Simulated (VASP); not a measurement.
# Li (P6_3/mmc) in VASP: a series of runs

Runs on Li. Level: PBEsol. Tasks: single point, relaxation of cell and atoms.

All numbers are computed with VASP 6.6.1; they aren't measurements. Logs are shortened: lines on timing, memory, paths and dates and some standing lists are left out, and cuts for length are marked.

### 1 The cell of the first run

The structure is hexagonal, space group P6_3/mmc (No. 194). Conventional cell: a = 2.564 Å, b = 2.564 Å, c = 4.213 Å, α = 90.00°, β = 90.00°, γ = 120.00°. Li (site symmetry -6m2) has 12 Li at 2.56 to 2.57 Å within 3.4 Å.

### 2 Single point, PBEsol

Contents of INCAR:

```
SYSTEM = Li
PREC     = Accurate       ! precision mode
ENCUT    = 520            ! plane-wave cutoff, eV
EDIFF    = 1E-6           ! SCF threshold, eV
ISMEAR   = -1             ! smearing method
SIGMA    = 0.08           ! smearing width, eV
LREAL    = .FALSE.        ! projectors in reciprocal space
LASPH    = .TRUE.         ! aspherical terms in the spheres
NELM     = 100            ! most SCF steps
ALGO     = Normal         ! electronic algorithm
ISIF     = 2              ! what is computed and relaxed
LWAVE    = .FALSE.        ! write WAVECAR
LCHARG   = .FALSE.        ! write CHGCAR
GGA      = PS             ! functional
NBANDS   = 10             ! bands
```

Contents of KPOINTS:

```
regular mesh
0
G
  17 17 9
  0 0 0
```

Contents of POSCAR:

```
Li
1.0
    2.5638452089      0.0000000000      0.0000000000
   -1.2819226044      2.2203550823      0.0000000000
    0.0000000000      0.0000000000      4.2127998702
Li
2
Direct
    0.3333333333      0.6666666667      0.2500000000
    0.6666666667      0.3333333333      0.7500000000
```

Potentials or basis: VASP PAW PBE potentials, release 64 (Li_sv).

Launch:

```sh
$ cat potpaw_PBE.64/Li_sv/POTCAR > POTCAR
$ mpirun -np 1 vasp_std > vasp.out
```

OUTCAR:

```text
SYSTEM = Li
   PREC = Accurate
   ENCUT = 520
   EDIFF = 1E-6
   ISMEAR = -1
   LREAL = .FALSE.
   LASPH = .TRUE.
   NELM = 100
   ISIF = 2
   GGA = PS

 ion  position               nearest neighbor table
   1  0.333  0.667  0.250-   2 2.57   2 2.57   2 2.57   2 2.57   2 2.57   2 2.57
   2  0.667  0.333  0.750-   1 2.57   1 2.57   1 2.57   1 2.57   1 2.57   1 2.57

  LATTYP: Found a hexagonal cell.
 ALAT       =     2.5638452089
 C/A-ratio  =     1.6431568706

  Lattice vectors:

 A1 = (   2.5638452089,   0.0000000000,   0.0000000000)
 A2 = (  -1.2819226044,   2.2203550823,   0.0000000000)
 A3 = (   0.0000000000,   0.0000000000,   4.2127998702)

Analysis of symmetry for initial positions (statically):
=====================================================================
 Subroutine PRICEL returns:
 Original cell was already a primitive cell.

 Routine SETGRP: Setting up the symmetry group for a
 hexagonal supercell.

 Subroutine GETGRP returns: Found 24 space group operations
 (whereof 12 operations were pure point group operations)
 out of a pool of 24 trial point group operations.

The static configuration has the point symmetry D_3d.
 The point group associated with its full space group is D_6h.

Analysis of symmetry for dynamics (positions and initial velocities):
=====================================================================
 Subroutine PRICEL returns:
 Original cell was already a primitive cell.

 Routine SETGRP: Setting up the symmetry group for a
 hexagonal supercell.

 Subroutine GETGRP returns: Found 24 space group operations
 (whereof 12 operations were pure point group operations)
 out of a pool of 24 trial point group operations.

The dynamic configuration has the point symmetry D_3d.
 The point group associated with its full space group is D_6h.

 Subroutine INISYM returns: Found 24 space group operations
 (whereof 12 operations are pure point group operations),
 and found     1 'primitive' translations

----------------------------------------------------------------------------------------

                                     Primitive cell

  volume of cell :      23.9820

  direct lattice vectors                    reciprocal lattice vectors
     2.563845209  0.000000000  0.000000000     0.390039148  0.225189207  0.000000000
    -1.281922604  2.220355082  0.000000000     0.000000000  0.450378414  0.000000000
     0.000000000  0.000000000  4.212799870     0.000000000  0.000000000  0.237371827

  length of vectors
[... 84 lines left out ...]
   EDIFFG = 0.1E-04   stopping-criterion for IOM
   NSW    =      0    number of steps for IOM
   IBRION =     -1    ionic relax: 0-MD 1-quasi-New 2-CG
   NFREE  =      0    steps in history (QN), initial steepest desc. (CG)
   ISIF   =      2    stress and relaxation
   ISYM   =      2    0-nonsym 1-usesym 2-fastsym
   POTIM  = 0.5000    time-step for ionic-motion
   TEBEG  =    0.0;   TEEND  =   0.0 temperature during run
   PSTRESS=    0.0 pullay stress
   NELECT =       6.0000    total number of electrons
   NUPDOWN=      -1.0000    fix difference up-down
   EMIN   =  10.00;   EMAX   =-10.00  energy-range for DOS
   EFERMI =   0.00;   METHOD = LEGACY
   ISMEAR =    -1;   SIGMA  =   0.08  broadening in eV -4-tet -1-fermi 0-gaus
   EFERMI_NEDOS =   21; number of points for ismear=-14 and -15
   IALGO  =     38    algorithm
   IMIX   =      4    mixing-type and parameters
     AMIX     =   0.40;   BMIX     =  1.00
     AMIX_MAG =   1.60;   BMIX_MAG =  1.00
  volume/ion in A,a.u.               =      11.99        80.92
  Fermi-wavevector in a.u.,A,eV,Ry     =   1.031566  1.949377 14.478338  1.064128
  Thomas-Fermi vector in A             =   2.165720
   LORBIT       =      0    0 simple, 1 ext, 2 COOP (PROOUT), +10 PAW based schemes
   GGA     = PS    functional components
   LHFCALC =     F    Hartree Fock is set to
   AEXX    =    0.0000 exact exchange contribution
   IVDW    =     0    specifies the selected vdW correction
   LEPSILON=     F    determine dielectric tensor
   LRPA    =     F    only Hartree local field effects (RPA)
 non-spin polarized calculation
  energy-cutoff  :      520.00
  volume of cell :       23.98
 maximum number of plane-waves:       664
 NGX is ok and might be reduce to    20
   NGX =  9   NGY =  9   NGZ = 15

 number of electron       6.0000000 magnetization

 Free energy of the ion-electron system (eV)
  ---------------------------------------------------
  ext. energy  EPLUGINS =         0.00000000
  ---------------------------------------------------
  free energy    TOTEN  =        -3.34074346 eV

  energy without entropy =       -3.32153825  energy(sigma->0) =       -3.33114085

 E-fermi :   2.4520     XC(G=0):  -8.4357

 val. band max:        2.4095584439   @ k =   0.2353   0.1765   0.4444
 cond. band min:       2.4759584563   @ k =   0.4706   0.0588   0.2222
 fundamental gap:      0.0664000124
 Fermi energy:         2.4520339701

 k-point     1 :       0.0000    0.0000    0.0000
  band No.  band energies     occupation
      1     -42.7521      2.00000
      2     -42.6235      2.00000
      3      -1.5907      2.00000
      4       2.0883      1.97901
      5       7.5827      0.00000
      6      20.3610      0.00000
      7      20.3610      0.00000
      8      22.2613      0.00000
      9      22.2613      0.00000
     10      23.0580      0.00000
[... 287 lines left out ...]
 k-point    24 :       0.1765    0.1765    0.0000
  band No.  band energies     occupation
      1     -42.6683      2.00000
      2     -42.5891      2.00000
      3       0.0921      2.00000
      4       4.8841      0.00000
      5       7.1599      0.00000
      6      11.3414      0.00000
      7      14.2296      0.00000
      8      17.9703      0.00000
      9      20.1521      0.00000
     10      20.1774      0.00000

 [... further k-points ...]
[... 5 lines left out ...]
  --------------------------------------------------------------------------------------
  -------------------------------------------------------------------------------------
  Total        2.5219455      2.5219455      2.5218317      0.0000000     -0.0000000      0.0000000
  in kB      168.4849877    168.4849877    168.4773878      0.0000000     -0.0000000      0.0000000
  external PRESSURE =     168.4824544 kB  Pullay stress =       0.0000000 kB

 VOLUME and BASIS-vectors are now :
 -----------------------------------------------------------------------------
  energy-cutoff  :      520.00
  volume of cell :       23.98
      direct lattice vectors                 reciprocal lattice vectors
     2.563845209  0.000000000  0.000000000     0.390039148  0.225189207  0.000000000
    -1.281922604  2.220355082  0.000000000     0.000000000  0.450378414  0.000000000
     0.000000000  0.000000000  4.212799870     0.000000000  0.000000000  0.237371827

 POSITION                                       TOTAL-FORCE (eV/Angst)
 -----------------------------------------------------------------------------------
     -0.00000      1.48024      1.05320         0.000000     -0.000000      0.000000
      1.28192      0.74012      3.15960        -0.000000      0.000000      0.000000
 -----------------------------------------------------------------------------------
    total drift:                               -0.000000      0.000000      0.000000

  FREE ENERGIE OF THE ION-ELECTRON SYSTEM (eV)
  ---------------------------------------------------
  free  energy   TOTEN  =        -3.3407434591 eV

  energy  without entropy=       -3.3215382494  energy(sigma->0) =       -3.33114085
```

stdout:

```text
POSCAR found type information on POSCAR Li
 POSCAR found :  1 types and       2 ions
 scaLAPACK will be used
 -----------------------------------------------------------------------------
|                                                                             |
|                                                                             |
|     You enforced a specific xc type in the INCAR file but a different       |
|     I HOPE YOU KNOW WHAT YOU ARE DOING!                                     |
|                                                                             |
 -----------------------------------------------------------------------------

 LDA part: xc-table for (Slater+PW92), standard interpolation
 POSCAR, INCAR and KPOINTS ok, starting setup
 FFT: planning ... GRIDC
 FFT: planning ... GRID_SOFT
 FFT: planning ... GRID
 WAVECAR not read
 entering main loop
```

Run time: 14 s. Hardware: 1 thread of Intel Xeon 6975P-C (Granite Rapids), shared host; peak memory 0.14 GiB.

What came out:

```
Free energy            : -3.3407 eV
Band gap on the k mesh : zero (band 3 reaches 4.92 eV, above the bottom of band 4 at -0.09 eV)
```

Levels at points of the mesh, in eV from the Fermi level:
| k point | band 1 | band 2 | band 3 | band 4 | band 5 | band 6 | band 7 |
| --- | --- | --- | --- | --- | --- | --- | --- |
| (0.00, 0.00, 0.00) | -45.20 | -45.08 | -4.04 | -0.36 | 5.13 | 17.91 | 17.91 |

Caveat: the cutoff is under 1.25 times the usual one of these potentials, so pressure, stress and relaxed cells hold a basis-set (Pulay) error; the PAW data sets were made with another functional, which shifts forces and pressure a little.

### 3 Single point, PBEsol

Contents of INCAR:

```
PREC     = Accurate       # precision mode
ENCUT    = 520            # plane-wave cutoff, eV
EDIFF    = 1E-6           # SCF threshold, eV
ISMEAR   = -1             # smearing method
SIGMA    = 0.08           # smearing width, eV
LREAL    = F              # projectors in reciprocal space
LASPH    = T              # aspherical terms in the spheres
NELM     = 80             # most SCF steps
ALGO     = Normal         # electronic algorithm
ISIF     = 2              # what is computed and relaxed
LWAVE    = F              # write WAVECAR
LCHARG   = F              # write CHGCAR
GGA      = PS             # functional
NBANDS   = 10             # bands
```

Contents of KPOINTS:

```
Automatic mesh
0
Gamma
  17 17 9
```

POSCAR is that of step 2.

Potentials or basis: VASP PAW PBE potentials, release 64 (Li_sv).

Launch:

```sh
$ cat potpaw_PBE.64/Li_sv/POTCAR > POTCAR
$ mpirun -np 1 vasp_std > vasp.out
```

Wall time 13 s (1 thread of Intel Xeon 6975P-C (Granite Rapids), shared host); peak memory 0.15 GiB.

Results (log left out):

* Free energy: -3.3407 eV
* Band gap on the k mesh: zero (band 3 reaches 4.92 eV, above the bottom of band 4 at -0.09 eV)

Levels at points of the mesh, in eV from the Fermi level:
| k point | band 1 | band 2 | band 3 | band 4 | band 5 | band 6 | band 7 |
| --- | --- | --- | --- | --- | --- | --- | --- |
| (0.00, 0.00, 0.00) | -45.20 | -45.08 | -4.04 | -0.36 | 5.13 | 17.91 | 17.91 |

Caveat: the cutoff is under 1.25 times the usual one of these potentials, so pressure, stress and relaxed cells hold a basis-set (Pulay) error; the PAW data sets were made with another functional, which shifts forces and pressure a little.

(Continued in part 2 of 3.)
